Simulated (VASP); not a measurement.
Wanted: the native input for a VASP 6.6.1 run.

| Quantity | Value |
| --- | --- |
| Task | single point |
| Functional | PBE |
| Potentials or basis | VASP PAW PBE potentials, release 64 (Cd) |
| Cutoff | 500 eV |
| k mesh | 6 × 6 × 4 |
| Occupations | gaussian, width 0.1 eV |
| Spin | no spin polarisation |
| Dipole correction | no |
| Further INCAR settings | ALGO = Normal; EDIFF = 1e-06; NBANDS = 19 |

The structure of Cd lies in POSCAR:

```
Cd
1.0
    2.9788725081      0.0000000000      0.0000000000
   -1.4894362540      2.5797792666      0.0000000000
    0.0000000000      0.0000000000      5.6176500000
Cd
2
Direct
    0.3333333333      0.6666666667      0.2500000000
    0.6666666667      0.3333333333      0.7500000000
```

One way to write it, as run:

INCAR

```
SYSTEM = Cd
PREC = Accurate
ENCUT = 500
EDIFF = 1E-6
ISMEAR = 0
SIGMA = 0.1
LREAL = .False.
LASPH = .True.
NELM = 120
ALGO = Normal
ISIF = 2
LWAVE = .False.
LCHARG = .False.
GGA = PE
NBANDS = 19
GGA_COMPAT = .False.
```

KPOINTS

```
regular mesh
0
Gamma
  6 6 4
  0 0 0
```

Potentials or basis: VASP PAW PBE potentials, release 64 (Cd).

Launch:

```console
$ cat potpaw_PBE.64/Cd/POTCAR > POTCAR
$ mpirun -np 1 vasp_std > vasp.out
```

It gave:

| Property | Result |
| --- | --- |
| Pressure | 4.3 GPa |
| Band gap on the k mesh | zero (band 12 reaches 4.03 eV, above the bottom of band 13 at -0.04 eV) |

Caveat: the k points lie up to 0.41 Å⁻¹ apart.

It took 10 s on 1 thread of Intel(R) Xeon(R) Platinum 8259CL CPU @ 2.50GHz (Skylake/Cascade Lake) (shared host), peak memory 0.16 GiB.
